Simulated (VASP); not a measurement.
Crystal: AlP.

```
Al P
1.0
     0.00000    2.62969    2.62969
     2.62969    0.00000    2.62969
     2.62969    2.62969    0.00000
Al P
1 1
Direct
  0.00000 0.00000 0.00000
  0.25000 0.25000 0.25000
```

This cell differs from its parent crystal: strain -4.0%.

Base run:

* Program: VASP 6.6.1
* Functional: r2SCAN
* Potentials or basis: VASP PAW PBE potentials, release 64 (Al, P)
* Cutoff: 550 eV
* k mesh: 8 × 8 × 8
* Occupations: gaussian, width 0.01 eV
* Spin: no spin polarisation

Its results: band gap on the k mesh 1.68 eV, indirect (least direct gap 4.10 eV); pressure 13.8 GPa.

The run is repeated on the same cell with these changes: functional from r2SCAN to PBE; cutoff from 550 eV to 500 eV; k mesh from 8 × 8 × 8 to 4 × 4 × 4. What comes out?

Band gap on the k mesh 1.30 eV, indirect (least direct gap 3.66 eV); pressure 15.7 GPa.

Several settings changed at once, so the effect can't be laid on one alone.

Caveats: some runs use coarse meshes; the PAW data sets were made with another functional, which shifts forces and pressure a little (some runs).

A k mesh can miss the band edges.
